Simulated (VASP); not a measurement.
# MgO (R-3m) in VASP: a series of runs

MgO is run at these levels: PBEsol; tasks: single point.

All numbers are computed with VASP 6.6.1; they aren't measurements. Logs are shortened: lines on timing, memory, paths and dates and some standing lists are left out, and cuts for length are marked.

## Step 1: The cell of the first run

It takes space group R-3m (No. 166, trigonal). The conventional cell has a = 2.365 Å, b = 2.365 Å, c = 11.587 Å, α = 90.00°, β = 90.00°, γ = 120.00°. Within 3.1 Å of Mg (site symmetry -3m) lie 6 Mg at 2.37 Å and 6 O at 2.37 Å. Within 3.1 Å of O (site symmetry -3m) lie 6 O at 2.37 Å and 6 Mg at 2.37 Å.

## Step 2: Single point, PBEsol

INCAR reads:

```
ALGO     = Normal         # electronic algorithm
EDIFF    = 1E-6           # SCF threshold, eV
ENCUT    = 520            # plane-wave cutoff, eV
GGA      = PS             # functional
ISIF     = 2              # what is computed and relaxed
ISMEAR   = 0              # smearing method
LASPH    = T              # aspherical terms in the spheres
LCHARG   = F              # write CHGCAR
LREAL    = F              # projectors in reciprocal space
LWAVE    = F              # write WAVECAR
NBANDS   = 11             # bands
NELM     = 100            # most SCF steps
PREC     = Accurate       # precision mode
SIGMA    = 0.05           # smearing width, eV
```

KPOINTS reads:

```
k-points
0
Gamma
  10 10 10
```

POSCAR reads:

```
MgO
1.0
    1.1149406123      2.7873515307      2.7873515307
    2.7873515307      1.1149406123      2.7873515307
    2.7873515307      2.7873515307      1.1149406123
Mg O
1 1
Direct
    0.0000000000      0.0000000000      0.0000000000
    0.5000000000      0.5000000000      0.5000000000
```

Potentials or basis: VASP PAW PBE potentials, release 64 (Mg, O).

The run is started by

```sh
> cat potpaw_PBE.64/Mg/POTCAR potpaw_PBE.64/O/POTCAR > POTCAR
> mpirun -np 1 vasp_std > vasp.out
```

OUTCAR:

```text
EDIFF = 1E-6
   ENCUT = 520
   GGA = PS
   ISIF = 2
   ISMEAR = 0
   LASPH = T
   LREAL = F
   NELM = 100
   PREC = Accurate

 ion  position               nearest neighbor table
   1  0.000  0.000  0.000-   2 2.37   2 2.37   2 2.37   2 2.37   2 2.37   2 2.37
   2  0.500  0.500  0.500-   1 2.37   1 2.37   1 2.37   1 2.37   1 2.37   1 2.37

  LATTYP: Found a trigonal (rhomboedric) cell.
 ALAT       =     4.0965533904
 COS(alpha) =     0.8333333333

  Lattice vectors:

 A1 = (   1.1149406123,   2.7873515307,   2.7873515307)
 A2 = (   2.7873515307,   1.1149406123,   2.7873515307)
 A3 = (   2.7873515307,   2.7873515307,   1.1149406123)

Analysis of symmetry for initial positions (statically):
=====================================================================
 Subroutine PRICEL returns:
 Original cell was already a primitive cell.

 Routine SETGRP: Setting up the symmetry group for a
 trigonal (rhombohedral) supercell.

 Subroutine GETGRP returns: Found 12 space group operations
 (whereof 12 operations were pure point group operations)
 out of a pool of 12 trial point group operations.

The static configuration has the point symmetry D_3d.

Analysis of symmetry for dynamics (positions and initial velocities):
=====================================================================
 Subroutine PRICEL returns:
 Original cell was already a primitive cell.

 Routine SETGRP: Setting up the symmetry group for a
 trigonal (rhombohedral) supercell.

 Subroutine GETGRP returns: Found 12 space group operations
 (whereof 12 operations were pure point group operations)
 out of a pool of 12 trial point group operations.

The dynamic configuration has the point symmetry D_3d.

 Subroutine INISYM returns: Found 12 space group operations
 (whereof 12 operations are pure point group operations),
 and found     1 'primitive' translations

----------------------------------------------------------------------------------------

                                     Primitive cell

  volume of cell :      18.7107

  direct lattice vectors                    reciprocal lattice vectors
     1.114940612  2.787351531  2.787351531    -0.348797850  0.249141322  0.249141322
     2.787351531  1.114940612  2.787351531     0.249141322 -0.348797850  0.249141322
     2.787351531  2.787351531  1.114940612     0.249141322  0.249141322 -0.348797850

  length of vectors
     4.096553390  4.096553390  4.096553390     0.495784970  0.495784970  0.495784970

  position of ions in fractional coordinates (direct lattice)
     0.000000000  0.000000000  0.000000000
     0.500000000  0.500000000  0.500000000

  ion indices of the primitive-cell ions
   primitive index   ion index
                 1           1
                 2           2

----------------------------------------------------------------------------------------

 KPOINTS: k-points

Automatic generation of k-mesh.
 Grid dimensions read from file:
 generate k-points for:   10   10   10

 Generating k-lattice:

  Cartesian coordinates                     Fractional coordinates (reciprocal lattice)
    -0.034879785  0.024914132  0.024914132     0.100000000  0.000000000  0.000000000
     0.024914132 -0.034879785  0.024914132     0.000000000  0.100000000  0.000000000
     0.024914132  0.024914132 -0.034879785     0.000000000  0.000000000  0.100000000

  Length of vectors
     0.049578497  0.049578497  0.049578497

  Shift w.r.t. Gamma in fractional coordinates (k-lattice)
     0.000000000  0.000000000  0.000000000

 Subroutine IBZKPT returns following result:
 ===========================================

 Found    116 irreducible k-points:

 Following reciprocal coordinates:
            Coordinates               Weight
  0.000000  0.000000  0.000000      1.000000
  0.100000 -0.000000 -0.000000      6.000000
  0.200000 -0.000000 -0.000000      6.000000
  0.300000  0.000000  0.000000      6.000000
  0.400000 -0.000000 -0.000000      6.000000
  0.500000  0.000000  0.000000      3.000000
[... 16 lines left out ...]
  0.300000  0.300000  0.000000      6.000000
  0.400000  0.300000 -0.000000     12.000000
 [... further k-points ...]
   k-points           NKPTS =    116   k-points in BZ     NKDIM =    116   number of bands    NBANDS=     11
   number of dos      NEDOS =    301   number of ions     NIONS =      2
   total plane-waves  NPLWV =  27000
   dimension x,y,z NGX =    30 NGY =   30 NGZ =   30
   dimension x,y,z NGXF=    60 NGYF=   60 NGZF=   60
   ions per type =               1   1
   NGX,Y,Z   is equivalent  to a cutoff of  12.17, 12.17, 12.17 a.u.
   NGXF,Y,Z  is equivalent  to a cutoff of  24.35, 24.35, 24.35 a.u.
 SYSTEM =  unknown system
   PREC   = accura    normal or accurate (medium, high low for compatibility)
   ISTART =      0    job   : 0-new  1-cont  2-samecut
   ICHARG =      2    charge: 1-file 2-atom 10-const
   ISPIN  =      1    spin polarized calculation?
   LNONCOLLINEAR =      F non collinear calculations
   LSORBIT =      F    spin-orbit coupling
   LASPH  =      T    aspherical Exc in radial PAW
   ENCUT  =  520.0 eV  38.22 Ry    6.18 a.u.   7.62  7.62  7.62*2*pi/ulx,y,z
   NELM   =    100;   NELMIN=  2; NELMDL= -5     # of ELM steps
   EDIFF  = 0.1E-05   stopping-criterion for ELM
   LREAL  =      F    real-space projection
   EDIFFG = 0.1E-04   stopping-criterion for IOM
   NSW    =      0    number of steps for IOM
   IBRION =     -1    ionic relax: 0-MD 1-quasi-New 2-CG
   NFREE  =      0    steps in history (QN), initial steepest desc. (CG)
   ISIF   =      2    stress and relaxation
   ISYM   =      2    0-nonsym 1-usesym 2-fastsym
   POTIM  = 0.5000    time-step for ionic-motion
   TEBEG  =    0.0;   TEEND  =   0.0 temperature during run
   PSTRESS=    0.0 pullay stress
   NELECT =       8.0000    total number of electrons
   NUPDOWN=      -1.0000    fix difference up-down
   EMIN   =  10.00;   EMAX   =-10.00  energy-range for DOS
   EFERMI =   0.00;   METHOD = LEGACY
   ISMEAR =     0;   SIGMA  =   0.05  broadening in eV -4-tet -1-fermi 0-gaus
   EFERMI_NEDOS =   21; number of points for ismear=-14 and -15
   IALGO  =     38    algorithm
   IMIX   =      4    mixing-type and parameters
     AMIX     =   0.40;   BMIX     =  1.00
     AMIX_MAG =   1.60;   BMIX_MAG =  1.00
  volume/ion in A,a.u.               =       9.36        63.13
  Fermi-wavevector in a.u.,A,eV,Ry     =   1.233318  2.330634 20.695468  1.521074
  Thomas-Fermi vector in A             =   2.368053
   LORBIT       =      0    0 simple, 1 ext, 2 COOP (PROOUT), +10 PAW based schemes
   GGA     = PS    functional components
   LHFCALC =     F    Hartree Fock is set to
   AEXX    =    0.0000 exact exchange contribution
   IVDW    =     0    specifies the selected vdW correction
   LEPSILON=     F    determine dielectric tensor
   LRPA    =     F    only Hartree local field effects (RPA)
 non-spin polarized calculation
 Gauss-broadening in eV      SIGMA  =   0.05
  energy-cutoff  :      520.00
  volume of cell :       18.71
 maximum number of plane-waves:       519
   NGX = 15   NGY = 15   NGZ = 15

 number of electron       8.0000002 magnetization

 Free energy of the ion-electron system (eV)
  ---------------------------------------------------
  ext. energy  EPLUGINS =         0.00000000
  ---------------------------------------------------
  free energy    TOTEN  =        -5.92421914 eV

  energy without entropy =       -5.92218428  energy(sigma->0) =       -5.92320171

 E-fermi :   5.9278     XC(G=0): -11.5805

 val. band max:        5.9044455338   @ k =  -0.2000   0.1000   0.1000
 cond. band min:       5.9481913180   @ k =   0.4000   0.4000   0.4000
 fundamental gap:      0.0437457842
 Fermi energy:         5.9277683838

 k-point     1 :       0.0000    0.0000    0.0000
  band No.  band energies     occupation
      1     -13.6891      2.00000
      2      -0.2943      2.00000
      3       0.8891      2.00000
      4       6.7841      0.00000
      5       6.7841      0.00000
      6      16.0924      0.00000
      7      19.6482      0.00000
      8      25.4522      0.00000
      9      25.4522      0.00000
     10      30.2109      0.00000
     11      31.1799      0.00000

 k-point     2 :       0.1000   -0.0000   -0.0000
  band No.  band energies     occupation
      1     -13.4813      2.00000
      2      -0.2208      2.00000
      3       1.3219      2.00000
      4       6.1417      0.00000
      5       6.6474      0.00000
      6      15.9085      0.00000
      7      20.1653      0.00000
      8      22.6244      0.00000
      9      25.2777      0.00000
     10      29.2994      0.00000
     11      30.7757      0.00000

 k-point     3 :       0.2000   -0.0000   -0.0000
  band No.  band energies     occupation
      1     -12.8925      2.00000
      2       0.1429      2.00000
      3       2.2564      2.00000
      4       4.7269      2.00000
      5       6.3037      0.00000
      6      15.2644      0.00000
      7      19.1976      0.00000
      8      21.2615      0.00000
      9      24.8349      0.00000
     10      25.7555      0.00000
     11      28.9415      0.00000

 k-point     4 :       0.3000    0.0000    0.0000
  band No.  band energies     occupation
      1     -12.0471      2.00000
      2       0.7966      2.00000
      3       1.9505      2.00000
      4       4.6861      2.00000
      5       5.9035      1.50733
      6      13.7332      0.00000
      7      17.2202      0.00000
      8      22.1693      0.00000
      9      22.6643      0.00000
     10      24.3304      0.00000
     11      26.1886      0.00000
[... 239 lines left out ...]
 k-point    22 :      -0.2000    0.2000    0.0000
  band No.  band energies     occupation
      1     -11.6305      2.00000
      2       1.5877      2.00000
      3       1.6083      2.00000
      4       4.7606      2.00000
      5       5.2226      2.00000
      6      12.7485      0.00000
      7      17.5310      0.00000
      8      19.5932      0.00000
      9      22.9772      0.00000
     10      23.7121      0.00000
     11      26.4703      0.00000

 k-point    23 :       0.3000    0.3000    0.0000
  band No.  band energies     occupation
      1     -12.0229      2.00000
      2       0.0921      2.00000
      3       2.2045      2.00000
      4       5.7035      2.00000
      5       5.9009      1.55205
      6      13.1228      0.00000
      7      16.6712      0.00000
      8      20.8161      0.00000
      9      23.4979      0.00000
     10      25.0789      0.00000
     11      29.5891      0.00000

 k-point    24 :       0.4000    0.3000   -0.0000
  band No.  band energies     occupation
      1     -11.4854      2.00000
      2       0.5312      2.00000
      3       1.5808      2.00000
      4       5.2324      2.00000
      5       6.7516      0.00000
      6      12.0507      0.00000
      7      16.2895      0.00000
      8      19.7529      0.00000
      9      22.5408      0.00000
     10      24.8017      0.00000
     11      27.0516      0.00000

 [... further k-points ...]
[... 5 lines left out ...]
  --------------------------------------------------------------------------------------
  -------------------------------------------------------------------------------------
  Total        4.2429113      4.2429113      4.2429113     -6.9383842     -6.9383842     -6.9383842
  in kB      363.3168697    363.3168697    363.3168697   -594.1279062   -594.1279062   -594.1279062
  external PRESSURE =     363.3168697 kB  Pullay stress =       0.0000000 kB

 VOLUME and BASIS-vectors are now :
 -----------------------------------------------------------------------------
  energy-cutoff  :      520.00
  volume of cell :       18.71
      direct lattice vectors                 reciprocal lattice vectors
     1.114940612  2.787351531  2.787351531    -0.348797850  0.249141322  0.249141322
     2.787351531  1.114940612  2.787351531     0.249141322 -0.348797850  0.249141322
     2.787351531  2.787351531  1.114940612     0.249141322  0.249141322 -0.348797850

 POSITION                                       TOTAL-FORCE (eV/Angst)
 -----------------------------------------------------------------------------------
      0.00000      0.00000      0.00000        -0.000000      0.000000      0.000000
      3.34482      3.34482      3.34482         0.000000     -0.000000     -0.000000
 -----------------------------------------------------------------------------------
    total drift:                                0.000000     -0.000000      0.000000

  FREE ENERGIE OF THE ION-ELECTRON SYSTEM (eV)
  ---------------------------------------------------
  free  energy   TOTEN  =        -5.9242191444 eV

  energy  without entropy=       -5.9221842835  energy(sigma->0) =       -5.92320171
```

Wall time 32 s (1 thread of Intel Xeon 6975P-C (Granite Rapids), shared host); peak memory 0.19 GiB.

Results:

```yaml
Free_energy: -5.9242 eV
Pressure: 36.3 GPa
Band_gap_on_the_k_mesh: zero (band 4 reaches 6.78 eV, above the bottom of band 5 at 5.22 eV)
```

Stress tensor (GPa, compression positive):
```
 36.33 -59.41 -59.41
-59.41  36.33 -59.41
-59.41 -59.41  36.33
```

Caveat: the PAW data sets were made with another functional, which shifts forces and pressure a little.

## Step 3: Single point, PBEsol

This run uses another cell than the first one, of the same volume but with other edges.

INCAR reads:

```
SYSTEM = MgO
PREC = Accurate
ENCUT = 520
EDIFF = 1E-7
ISMEAR = 0
SIGMA = 0.05
LREAL = .FALSE.
LASPH = .TRUE.
NELM = 100
ALGO = Normal
ISIF = 2
LWAVE = .FALSE.
LCHARG = .TRUE.
GGA = PS
LELF = .TRUE.
LVHAR = .TRUE.
NBANDS = 11
```

KPOINTS reads:

```
Automatic mesh
0
G
  10 10 10
  0 0 0
```

POSCAR reads:

```
MgO
1.0
   -0.4566396466      1.9052895601      1.9052895601
    1.9052895601     -0.4566396466      1.9052895601
    1.9052895601      1.9052895601     -0.4566396466
Mg O
1 1
Direct
    0.0000000000      0.0000000000      0.0000000000
    0.5000000000      0.5000000000      0.5000000000
```

Potentials or basis: VASP PAW PBE potentials, release 64 (Mg, O).

The run is started by

```sh
> cat potpaw_PBE.64/Mg/POTCAR potpaw_PBE.64/O/POTCAR > POTCAR
> mpirun -np 1 vasp_std > vasp.out
```

Wall time 8.4 s (1 thread of Intel Xeon 6975P-C (Granite Rapids), shared host); peak memory 0.14 GiB.

It converged, with:

```
Free energy            : -11.6782 eV
Pressure               : -0.9 GPa
Band gap on the k mesh : 2.91 eV, direct
```

Stress tensor (GPa, compression positive):
```
-0.88 14.42 14.42
14.42 -0.88 14.42
14.42 14.42 -0.88
```

Levels at points of the mesh, in eV from the valence-band top:
```
           k point  band 1  band 2  band 3  band 4  band 5  band 6  band 7  band 8  band 9
(0.00, 0.00, 0.00)  -18.10   -1.24   -1.24    0.00    2.91   11.72   11.72   17.84   21.77
(0.50, 0.00, 0.00)  -16.92   -6.00   -1.33   -0.33    6.87    9.91   15.17   16.58   20.31
(0.50, 0.50, 0.00)  -16.30   -4.93   -3.50   -0.68    6.05   11.19   11.21   14.81   20.94
(0.50, 0.50, 0.50)  -15.81   -4.40   -2.73   -2.73    5.45   10.73   10.73   14.73   17.31
```

Caveat: the PAW data sets were made with another functional, which shifts forces and pressure a little.

## Step 4: Single point, PBEsol

This run uses another cell than the first one, of the same volume but with other edges.

INCAR reads:

```
PREC = Accurate
ENCUT = 520
EDIFF = 1E-7
ISMEAR = 0
SIGMA = 0.05
LREAL = F
LASPH = T
NELM = 60
ALGO = Normal
ISIF = 2
LWAVE = F
LCHARG = F
GGA = PS
NBANDS = 11
```

KPOINTS reads:

```
Automatic mesh
0
Gamma
  10 10 10
```

POSCAR reads:

```
MgO
1.0
    0.5136167986      2.3927026471      2.3927026471
    2.3927026471      0.5136167986      2.3927026471
    2.3927026471      2.3927026471      0.5136167986
Mg O
1 1
Direct
    0.0000000000      0.0000000000      0.0000000000
    0.5000000000      0.5000000000      0.5000000000
```

The run is started by

```sh
> cat potpaw_PBE.64/Mg/POTCAR potpaw_PBE.64/O/POTCAR > POTCAR
> mpirun -np 1 vasp_std > vasp.out
```

Run time: 17 s. Hardware: 1 thread of Intel Xeon 6975P-C (Granite Rapids), shared host; peak memory 0.17 GiB.

Results (log left out):

```yaml
Free_energy: -10.7724 eV
Pressure: 4.4 GPa
Band_gap_on_the_k_mesh: 0.39 eV, direct
```

Stress tensor (GPa, compression positive):
```
  4.36 -47.32 -47.32
-47.32   4.36 -47.32
-47.32 -47.32   4.36
```

Levels at points of the mesh, in eV from the valence-band top:
| k point | band 1 | band 2 | band 3 | band 4 | band 5 | band 6 | band 7 | band 8 | band 9 |
| --- | --- | --- | --- | --- | --- | --- | --- | --- | --- |
| (0.00, 0.00, 0.00) | -18.60 | -3.56 | 0.00 | 0.00 | 0.39 | 12.00 | 15.44 | 17.12 | 17.12 |
| (0.50, 0.00, 0.00) | -16.75 | -5.66 | -3.23 | -1.02 | 3.95 | 9.53 | 13.24 | 15.59 | 17.67 |
| (0.50, 0.50, 0.00) | -16.68 | -5.46 | -3.78 | -1.15 | 4.99 | 8.63 | 10.82 | 17.42 | 17.81 |
| (0.50, 0.50, 0.50) | -17.96 | -7.59 | -0.21 | -0.21 | 6.54 | 8.80 | 19.83 | 19.83 | 19.95 |

Caveat: the PAW data sets were made with another functional, which shifts forces and pressure a little.

## Step 5: The runs side by side

| cell | gap on the mesh (eV) | pressure (GPa) |
| --- | --- | --- |
| a = 4.097 Å, angles 33.6°, 2 atoms | none | 36.3 |
| a = 2.733 Å, angles 75.3°, 2 atoms | 2.91 | -0.9 |
| a = 3.423 Å, angles 45.7°, 2 atoms | 0.39 | 4.4 |

Alike in all rows: task single point; level PBEsol; potentials or basis VASP PAW PBE potentials, release 64 (Mg, O); no spin polarisation; k mesh 10 × 10 × 10; cutoff (eV) 520; smearing gaussian 0.05 eV.

Caveats: the PAW data sets were made with another functional, which shifts forces and pressure a little.

Absolute energies hang on the potentials; compare differences alone.
